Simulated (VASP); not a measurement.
Be3Si, 4 atoms in the cell. Symmetry: I4/mmm, No. 139, tetragonal system. The conventional cell has a = 3.411 Å, b = 3.411 Å, c = 6.846 Å, α = 90.00°, β = 90.00°, γ = 90.00°. Within 3.2 Å of Be (site symmetry -4m2) lie 8 Be at 2.41 to 2.42 Å and 4 Si at 2.42 Å. Be (site symmetry 4/mmm) has 4 Si at 2.41 Å and 8 Be at 2.42 Å within 3.2 Å. Within 3.2 Å of Si (site symmetry 4/mmm) lie 12 Be at 2.41 to 2.42 Å. 

* Program: VASP 6.6.1
* Task: relaxation of volume and atoms at fixed shape
* Functional: r2SCAN
* Potentials or basis: VASP PAW PBE potentials, release 64 (Be, Si)
* Cutoff: 600 eV
* k mesh: 8 × 8 × 8
* Occupations: fermi-dirac, width 0.02 eV
* Spin: no spin polarisation
* Dipole correction: no
* Further INCAR settings: ALGO = Normal; EDIFF = 1e-06; IBRION = 2; EDIFFG = -0.02; NSW = 80; ISIF = 8

Potentials or basis: VASP PAW PBE potentials, release 64 (Be, Si).

Command:

```sh
$ cat potpaw_PBE.64/Be/POTCAR potpaw_PBE.64/Si/POTCAR > POTCAR
$ cp INCAR.step1 INCAR
$ mpirun -np 1 vasp_std > vasp.out
$ cp INCAR.step2 INCAR
$ mpirun -np 1 vasp_std > vasp.out
```

Hardware: 1 thread of Intel(R) Xeon(R) 6975P-C (Granite Rapids), with other jobs on the host.

Q: How long does it take, and how much memory?

A: Run time: 80 s on 1 thread of Intel(R) Xeon(R) 6975P-C (Granite Rapids), with other jobs on the host, peak memory 0.22 GiB. Counts: k points 59, ion steps 2.
